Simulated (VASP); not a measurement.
Wanted: the native input for a VASP 6.6.1 run.

```yaml
Task: single point
Functional: revPBE
Potentials_or_basis: VASP PAW PBE potentials, release 64 (Re)
Cutoff: 520 eV
k_mesh: 23 × 23 × 23
Occupations: fermi-dirac, width 0.1 eV
Spin: no spin polarisation
Dipole_correction: no
Further_INCAR_settings: ALGO = Normal; EDIFF = 1e-06; NBANDS = 10
```

The structure of Re lies in POSCAR:

```
Re
1.0
   -1.5607106762      1.5607106762      1.5607106762
    1.5607106762     -1.5607106762      1.5607106762
    1.5607106762      1.5607106762     -1.5607106762
Re
1
Direct
    0.0000000000      0.0000000000      0.0000000000
```

This isn't the form of Re at room conditions, which is hcp.

These files were run (other wordings do the same):

INCAR

```
  ALGO = Normal
  EDIFF = 1E-6
  ENCUT = 520
  GGA = RE
  ISIF = 2
  ISMEAR = -1
  LASPH = T
  LCHARG = F
  LREAL = F
  LWAVE = F
  NBANDS = 10
  NELM = 80
  PREC = Accurate
  SIGMA = 0.1
```

KPOINTS

```
k-points
0
Gamma
  23 23 23
```

Potentials or basis: VASP PAW PBE potentials, release 64 (Re).

Launch:

```bash
$ cat potpaw_PBE.64/Re/POTCAR > POTCAR
$ mpirun -np 1 vasp_std > vasp.out
```

Results of the run:

```json
{
 "Pressure": "-0.5 GPa",
 "Band gap on the k mesh": "zero (an odd number of electrons rules out a gap without spin polarisation)"
}
```

Caveat: the PAW data sets were made with another functional, which shifts forces and pressure a little; spin-orbit coupling is left out, which moves the levels of the heavy elements.

Run time: 73 s on 1 thread of Intel Xeon 8259CL (shared host), peak memory 0.17 GiB.
